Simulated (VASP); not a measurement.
# Mn3Si (Fm-3m) in VASP: single point with LDA

Aim: the single point of Mn3Si with LDA.

Everything below comes from runs of VASP 6.6.1. Logs are shortened: lines on timing, memory, paths and dates and some standing lists are left out, and cuts for length are marked.

### Step 1. The cell of the first run

It takes space group Fm-3m (No. 225, cubic). Conventional cell: a = 5.722 Å, b = 5.722 Å, c = 5.722 Å, α = 90.00°, β = 90.00°, γ = 90.00°. Within 3.3 Å of Mn (site symmetry m-3m) lie 8 Mn at 2.48 Å and 6 Si at 2.86 Å. Within 3.3 Å of Mn (site symmetry -43m) lie 10 Mn at 2.48 to 2.86 Å and 4 Si at 2.48 Å. Si (site symmetry m-3m) has 14 Mn at 2.48 to 2.86 Å within 3.3 Å.

### Step 2. Single point, LDA, collinear spin, ferrimagnetic start

INCAR

```
SYSTEM = Mn3Si
PREC = Accurate ; ENCUT = 520
EDIFF = 1E-6 ; ISMEAR = 0
SIGMA = 0.05 ; LREAL = .False.
LASPH = .True. ; NELM = 150
ALGO = Fast ; ISIF = 2
LWAVE = .False. ; LCHARG = .False.
ISPIN = 2 ; MAGMOM = 3 -1 -1 0
LORBIT = 11 ; LMAXMIX = 4
NBANDS = 34
```

KPOINTS

```
regular mesh
0
Gamma
  16 16 16
  0 0 0
```

POSCAR

```
Mn3Si
1.0
    0.0000000000      2.8610000000      2.8610000000
    2.8610000000      0.0000000000      2.8610000000
    2.8610000000      2.8610000000      0.0000000000
Mn Si
3 1
Direct
    0.5000000000      0.5000000000      0.5000000000
    0.2500000000      0.2500000000      0.2500000000
    0.7500000000      0.7500000000      0.7500000000
    0.0000000000      0.0000000000      0.0000000000
```

Potentials or basis: VASP PAW LDA potentials, release 64 (Mn_pv, Si).

On the command line:

```console
> cat potpaw_LDA.64/Mn_pv/POTCAR potpaw_LDA.64/Si/POTCAR > POTCAR
> mpirun -np 1 vasp_std > vasp.out
```

OUTCAR:

```text
SYSTEM = Mn3Si
   PREC = Accurate
   ENCUT = 520
   EDIFF = 1E-6
   ISMEAR = 0
   LREAL = .False.
   LASPH = .True.
   NELM = 150
   ISIF = 2
   ISPIN = 2
   LORBIT = 11

 ion  position               nearest neighbor table
   1  0.500  0.500  0.500-   2 2.48   2 2.48   2 2.48   3 2.48   3 2.48   3 2.48   3 2.48   2 2.48
                             4 2.86   4 2.86   4 2.86   4 2.86   4 2.86   4 2.86
   2  0.250  0.250  0.250-   4 2.48   4 2.48   4 2.48   1 2.48   1 2.48   1 2.48   4 2.48   1 2.48
                             3 2.86   3 2.86   3 2.86   3 2.86   3 2.86   3 2.86
   3  0.750  0.750  0.750-   1 2.48   1 2.48   1 2.48   4 2.48   4 2.48   4 2.48   4 2.48   1 2.48
                             2 2.86   2 2.86   2 2.86   2 2.86   2 2.86   2 2.86
   4  0.000  0.000  0.000-   3 2.48   3 2.48   3 2.48   2 2.48   2 2.48   2 2.48   3 2.48   2 2.48
                             1 2.86   1 2.86   1 2.86   1 2.86   1 2.86   1 2.86

  LATTYP: Found a face centered cubic cell.
 ALAT       =     5.7220000000

  Lattice vectors:

 A1 = (   0.0000000000,   2.8610000000,   2.8610000000)
 A2 = (   2.8610000000,   0.0000000000,   2.8610000000)
 A3 = (   2.8610000000,   2.8610000000,   0.0000000000)

Analysis of symmetry for initial positions (statically):
=====================================================================
 Subroutine PRICEL returns:
 Original cell was already a primitive cell.

 Routine SETGRP: Setting up the symmetry group for a
 face centered cubic supercell.

 Subroutine GETGRP returns: Found 48 space group operations
 (whereof 48 operations were pure point group operations)
 out of a pool of 48 trial point group operations.

The static configuration has the point symmetry O_h .

Analysis of symmetry for dynamics (positions and initial velocities):
=====================================================================
 Subroutine PRICEL returns:
 Original cell was already a primitive cell.

 Routine SETGRP: Setting up the symmetry group for a
 face centered cubic supercell.

 Subroutine GETGRP returns: Found 48 space group operations
 (whereof 48 operations were pure point group operations)
 out of a pool of 48 trial point group operations.

The dynamic configuration has the point symmetry O_h .

Analysis of structural, dynamic, and magnetic symmetry:
=====================================================================
 Subroutine PRICEL returns:
 Original cell was already a primitive cell.

 Routine SETGRP: Setting up the symmetry group for a
 face centered cubic supercell.

 Subroutine GETGRP returns: Found 48 space group operations
 (whereof 48 operations were pure point group operations)
 out of a pool of 48 trial point group operations.

The overall configuration has the point symmetry O_h .

 Subroutine INISYM returns: Found 48 space group operations
 (whereof 48 operations are pure point group operations),
 and found     1 'primitive' translations

----------------------------------------------------------------------------------------

                                     Primitive cell

  volume of cell :      46.8364

  direct lattice vectors                    reciprocal lattice vectors
     0.000000000  2.861000000  2.861000000    -0.174764069  0.174764069  0.174764069
     2.861000000  0.000000000  2.861000000     0.174764069 -0.174764069  0.174764069
     2.861000000  2.861000000  0.000000000     0.174764069  0.174764069 -0.174764069

  length of vectors
     4.046065002  4.046065002  4.046065002     0.302700246  0.302700246  0.302700246

  position of ions in fractional coordinates (direct lattice)
     0.500000000  0.500000000  0.500000000
     0.250000000  0.250000000  0.250000000
     0.750000000  0.750000000  0.750000000
     0.000000000  0.000000000  0.000000000

  ion indices of the primitive-cell ions
   primitive index   ion index
                 1           1
                 2           2
                 3           3
                 4           4

----------------------------------------------------------------------------------------

 KPOINTS: regular mesh

Automatic generation of k-mesh.
 Grid dimensions read from file:
 generate k-points for:   16   16   16

 Generating k-lattice:

  Cartesian coordinates                     Fractional coordinates (reciprocal lattice)
    -0.010922754  0.010922754  0.010922754     0.062500000  0.000000000  0.000000000
     0.010922754 -0.010922754  0.010922754     0.000000000  0.062500000  0.000000000
     0.010922754  0.010922754 -0.010922754     0.000000000  0.000000000  0.062500000

  Length of vectors
     0.018918765  0.018918765  0.018918765

  Shift w.r.t. Gamma in fractional coordinates (k-lattice)
     0.000000000  0.000000000  0.000000000

 Subroutine IBZKPT returns following result:
 ===========================================

 Found    145 irreducible k-points:

 Following reciprocal coordinates:
            Coordinates               Weight
  0.000000  0.000000  0.000000      1.000000
  0.062500  0.000000  0.000000      8.000000
  0.125000  0.000000  0.000000      8.000000
  0.187500  0.000000  0.000000      8.000000
  0.250000  0.000000  0.000000      8.000000
  0.312500  0.000000  0.000000      8.000000
[... 16 lines left out ...]
 -0.125000  0.062500  0.000000     24.000000
 -0.062500  0.062500  0.000000     12.000000
 [... further k-points ...]
   k-points           NKPTS =    145   k-points in BZ     NKDIM =    145   number of bands    NBANDS=     34
   number of dos      NEDOS =    301   number of ions     NIONS =      4
   total plane-waves  NPLWV =  27000
   dimension x,y,z NGX =    30 NGY =   30 NGZ =   30
   dimension x,y,z NGXF=    60 NGYF=   60 NGZF=   60
   ions per type =               3   1
   NGX,Y,Z   is equivalent  to a cutoff of  12.33, 12.33, 12.33 a.u.
   NGXF,Y,Z  is equivalent  to a cutoff of  24.65, 24.65, 24.65 a.u.
 SYSTEM =  Mn3Si
   PREC   = accura    normal or accurate (medium, high low for compatibility)
   ISTART =      0    job   : 0-new  1-cont  2-samecut
   ICHARG =      2    charge: 1-file 2-atom 10-const
   ISPIN  =      2    spin polarized calculation?
   LNONCOLLINEAR =      F non collinear calculations
   LSORBIT =      F    spin-orbit coupling
   LASPH  =      T    aspherical Exc in radial PAW
   ENCUT  =  520.0 eV  38.22 Ry    6.18 a.u.   7.52  7.52  7.52*2*pi/ulx,y,z
   NELM   =    150;   NELMIN=  2; NELMDL= -5     # of ELM steps
   EDIFF  = 0.1E-05   stopping-criterion for ELM
   LREAL  =      F    real-space projection
   EDIFFG = 0.1E-04   stopping-criterion for IOM
   NSW    =      0    number of steps for IOM
   IBRION =     -1    ionic relax: 0-MD 1-quasi-New 2-CG
   NFREE  =      0    steps in history (QN), initial steepest desc. (CG)
   ISIF   =      2    stress and relaxation
   ISYM   =      2    0-nonsym 1-usesym 2-fastsym
   POTIM  = 0.5000    time-step for ionic-motion
   TEBEG  =    0.0;   TEEND  =   0.0 temperature during run
   PSTRESS=    0.0 pullay stress
   NELECT =      43.0000    total number of electrons
   NUPDOWN=      -1.0000    fix difference up-down
   EMIN   =  10.00;   EMAX   =-10.00  energy-range for DOS
   EFERMI =   0.00;   METHOD = LEGACY
   ISMEAR =     0;   SIGMA  =   0.05  broadening in eV -4-tet -1-fermi 0-gaus
   EFERMI_NEDOS =   21; number of points for ismear=-14 and -15
   IALGO  =     68    algorithm
   IMIX   =      4    mixing-type and parameters
     AMIX     =   0.40;   BMIX     =  1.00
     AMIX_MAG =   1.60;   BMIX_MAG =  1.00
  volume/ion in A,a.u.               =      11.71        79.02
  Fermi-wavevector in a.u.,A,eV,Ry     =   1.591121  3.006782 34.445395  2.531665
  Thomas-Fermi vector in A             =   2.689710
   LORBIT       =     11    0 simple, 1 ext, 2 COOP (PROOUT), +10 PAW based schemes
   GGA     = CA    functional components
   LHFCALC =     F    Hartree Fock is set to
   AEXX    =    0.0000 exact exchange contribution
   IVDW    =     0    specifies the selected vdW correction
   LEPSILON=     F    determine dielectric tensor
   LRPA    =     F    only Hartree local field effects (RPA)
 spin polarized calculation
 RMM-DIIS sequential band-by-band and
 Gauss-broadening in eV      SIGMA  =   0.05
  energy-cutoff  :      520.00
  volume of cell :       46.84
 maximum number of plane-waves:      1295
   NGX = 15   NGY = 15   NGZ = 15

 number of electron      43.0000044 magnetization       1.0562797

 Free energy of the ion-electron system (eV)
  ---------------------------------------------------
  ext. energy  EPLUGINS =         0.00000000
  ---------------------------------------------------
  free energy    TOTEN  =       -37.23894041 eV

  energy without entropy =      -37.23345116  energy(sigma->0) =      -37.23619578

 E-fermi :  10.0595     XC(G=0): -13.3967

 val. band max:       10.0580490248   @ k =  -0.0625   0.0625   0.0000
 cond. band min:      10.0611905425   @ k =  -0.1875   0.1250   0.0000
 fundamental gap:      0.0031415177
 Fermi energy:        10.0595204171

 spin component 1

 k-point     1 :       0.0000    0.0000    0.0000
  band No.  band energies     occupation
      1     -38.6098      1.00000
      2     -38.6098      1.00000
      3     -38.6098      1.00000
      4     -36.9707      1.00000
      5     -36.9707      1.00000
      6     -36.9707      1.00000
[... 25 lines left out ...]
     32      16.1274      0.00000
     33      19.6010      0.00000

 k-point     2 :       0.0625    0.0000    0.0000
  band No.  band energies     occupation
      1     -38.6101      1.00000
      2     -38.6101      1.00000
      3     -38.6099      1.00000
      4     -36.9696      1.00000
      5     -36.9696      1.00000
      6     -36.9690      1.00000
[... 25 lines left out ...]
     32      16.1504      0.00000
     33      19.4834      0.00000
[... 754 lines left out ...]
     32      16.5155      0.00000
     33      18.6169      0.00000

 k-point    24 :      -0.0625    0.0625    0.0000
  band No.  band energies     occupation
      1     -38.6109      1.00000
      2     -38.6103      1.00000
      3     -38.6098      1.00000
      4     -36.9697      1.00000
      5     -36.9671      1.00000
      6     -36.9655      1.00000
[... 25 lines left out ...]
     32      16.3448      0.00000
     33      18.9585      0.00000

 [... further k-points ...]

 spin component 2

 k-point     1 :       0.0000    0.0000    0.0000
  band No.  band energies     occupation
      1     -37.6006      1.00000
      2     -37.6006      1.00000
      3     -37.6006      1.00000
      4     -37.5368      1.00000
      5     -37.5368      1.00000
      6     -37.5368      1.00000
[... 25 lines left out ...]
     32      16.6231      0.00000
     33      19.7562      0.00000

 k-point     2 :       0.0625    0.0000    0.0000
  band No.  band energies     occupation
      1     -37.6015      1.00000
      2     -37.6002      1.00000
      3     -37.6002      1.00000
      4     -37.5375      1.00000
      5     -37.5375      1.00000
      6     -37.5358      1.00000
[... 25 lines left out ...]
     32      16.6087      0.00000
     33      19.6424      0.00000
[... 754 lines left out ...]
     32      16.8752      0.00000
     33      18.7168      0.00000

 k-point    24 :      -0.0625    0.0625    0.0000
  band No.  band energies     occupation
      1     -37.6045      1.00000
      2     -37.6005      1.00000
      3     -37.5971      1.00000
      4     -37.5409      1.00000
      5     -37.5368      1.00000
      6     -37.5341      1.00000
[... 25 lines left out ...]
     32      16.7852      0.00000
     33      19.0865      0.00000

 [... further k-points ...]

 [bands above 33 left out]

------------------------ aborting loop because EDIFF is reached ----------------------------------------

  FORCE on cell =-STRESS in cart. coord.  units (eV):
  Direction    XX          YY          ZZ          XY          YZ          ZX
  --------------------------------------------------------------------------------------
  -------------------------------------------------------------------------------------
  Total       -6.9531844     -6.9531844     -6.9531844     -0.0000000      0.0000000      0.0000000
  in kB     -237.8541639   -237.8541639   -237.8541639     -0.0000000      0.0000000      0.0000000
  external PRESSURE =    -237.8541639 kB  Pullay stress =       0.0000000 kB

 VOLUME and BASIS-vectors are now :
 -----------------------------------------------------------------------------
  energy-cutoff  :      520.00
  volume of cell :       46.84
      direct lattice vectors                 reciprocal lattice vectors
     0.000000000  2.861000000  2.861000000    -0.174764069  0.174764069  0.174764069
     2.861000000  0.000000000  2.861000000     0.174764069 -0.174764069  0.174764069
     2.861000000  2.861000000  0.000000000     0.174764069  0.174764069 -0.174764069

 POSITION                                       TOTAL-FORCE (eV/Angst)
 -----------------------------------------------------------------------------------
      2.86100      2.86100      2.86100        -0.000000      0.000000      0.000000
      1.43050      1.43050      1.43050         0.000000      0.000000     -0.000000
      4.29150      4.29150      4.29150        -0.000000     -0.000000      0.000000
      0.00000      0.00000      0.00000        -0.000000      0.000000      0.000000
 -----------------------------------------------------------------------------------
    total drift:                                0.000000     -0.000000      0.000000

  FREE ENERGIE OF THE ION-ELECTRON SYSTEM (eV)
  ---------------------------------------------------
  free  energy   TOTEN  =       -37.2389404111 eV

  energy  without entropy=      -37.2334511569  energy(sigma->0) =      -37.23619578

 total charge

# of ion       s       p       d       tot
------------------------------------------
    1        0.375   6.346   5.101  11.822
    2        0.335   6.344   5.243  11.922
    3        0.335   6.344   5.243  11.922
    4        0.726   0.891   0.000   1.617
--------------------------------------------------
tot          1.771  19.926  15.586  37.283

 magnetization (x)

# of ion       s       p       d       tot
------------------------------------------
    1        0.019   0.020   2.284   2.323
    2       -0.005  -0.011  -0.655  -0.670
    3       -0.005  -0.011  -0.655  -0.670
    4        0.019   0.017   0.000   0.037
--------------------------------------------------
tot          0.029   0.016   0.974   1.019
```

It took 9.8 min on 1 thread of Intel Xeon 8259CL, shared host; peak memory 0.4 GiB.

Results:

| Property | Result |
| --- | --- |
| Free energy | -37.2389 eV |
| Pressure | -23.8 GPa |
| Net moment | 1.06 μB per cell |
| Site moments | Mn +2.32, -0.67 (each value once); Si +0.04 μB |
| Valence electrons inside the program's atomic spheres | Mn 11.82, 11.92 (each value once); Si 1.62 |

Levels at points of the mesh, in eV from the Fermi level:
Spin up:
| k point | band 20 | band 21 | band 22 | band 23 | band 24 | band 25 |
| --- | --- | --- | --- | --- | --- | --- |
| (0.00, 0.00, 0.00) | 0.04 | 0.68 | 0.68 | 0.68 | 1.25 | 1.25 |
| (0.50, 0.00, 0.00) | -0.52 | -0.52 | -0.10 | -0.10 | 0.57 | 0.57 |
| (0.50, 0.50, 0.00) | -0.74 | -0.20 | -0.20 | 0.22 | 0.69 | 0.84 |
Spin down:
| k point | band 19 | band 20 | band 21 | band 22 | band 23 | band 24 |
| --- | --- | --- | --- | --- | --- | --- |
| (0.00, 0.00, 0.00) | 0.21 | 0.21 | 0.21 | 0.79 | 0.79 | 1.51 |
| (0.50, 0.00, 0.00) | -1.02 | -1.02 | -0.97 | 0.87 | 0.87 | 1.42 |
| (0.50, 0.50, 0.00) | -0.61 | -0.61 | 0.04 | 0.18 | 0.74 | 0.83 |

Caveat: the cell stands under tension.
